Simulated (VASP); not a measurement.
Write the native input for VASP 6.6.1 that does the following.

| Property | Result |
| --- | --- |
| Task | relaxation of cell and atoms |
| Functional | PBEsol |
| Potentials or basis | VASP PAW PBE potentials, release 64 (Tl_d) |
| Cutoff | 600 eV |
| k mesh | 7 × 7 × 10 |
| Occupations | fermi-dirac, width 0.1 eV |
| Spin | no spin polarisation |
| Dipole correction | no |
| Further INCAR settings | ALGO = Normal; EDIFF = 1e-06; IBRION = 2; EDIFFG = -0.01; NSW = 80; ISIF = 3 |

The structure of Tl lies in POSCAR:

```
Tl
1.0
    5.4111348334      0.0000000000      0.0000000000
   -2.7055674167      4.6861802290      0.0000000000
    0.0000000000      0.0000000000      3.3170256529
Tl
3
Direct
    0.0000000000      0.0000000000      0.0000000000
    0.3333333333      0.6666666667      0.5000000000
    0.6666666667      0.3333333333      0.5000000000
```

This isn't the form of Tl at room conditions, which is hcp.

The input as run:

INCAR

```
PREC = Accurate
ENCUT = 600
EDIFF = 1E-6
ISMEAR = -1
SIGMA = 0.1
LREAL = F
LASPH = T
NELM = 100
ALGO = Normal
ISIF = 3
LWAVE = F
LCHARG = F
GGA = PS
IBRION = 2
NSW = 80
EDIFFG = -0.01
```

KPOINTS

```
regular mesh
0
Gamma
  7 7 10
```

Potentials or basis: VASP PAW PBE potentials, release 64 (Tl_d).

Launch:

```console
$ cat potpaw_PBE.64/Tl_d/POTCAR > POTCAR
$ mpirun -np 1 vasp_std > vasp.out
```

It gave:

The relaxed volume is 28.76 Å³/atom. The relaxed cell is a = 5.448 Å, b = 5.448 Å, c = 3.356 Å, α = 90.00°, β = 90.00°, γ = 120.00°, the space group after relaxing (to 0.1 Å) is P6/mmm (No. 191) and the energy gained by relaxing is 2.3 meV/atom. The ionic steps are 5, the pressure after relaxing is 0.0 GPa and the band gap on the k mesh is zero (an odd number of electrons rules out a gap without spin polarisation).

Caveat: the PAW data sets were made with another functional, which shifts forces and pressure a little; spin-orbit coupling is left out, which moves the levels of the heavy elements.

Run time: 110 s on 1 thread of Intel(R) Xeon(R) 6975P-C (Granite Rapids) (shared host), peak memory 0.3 GiB.
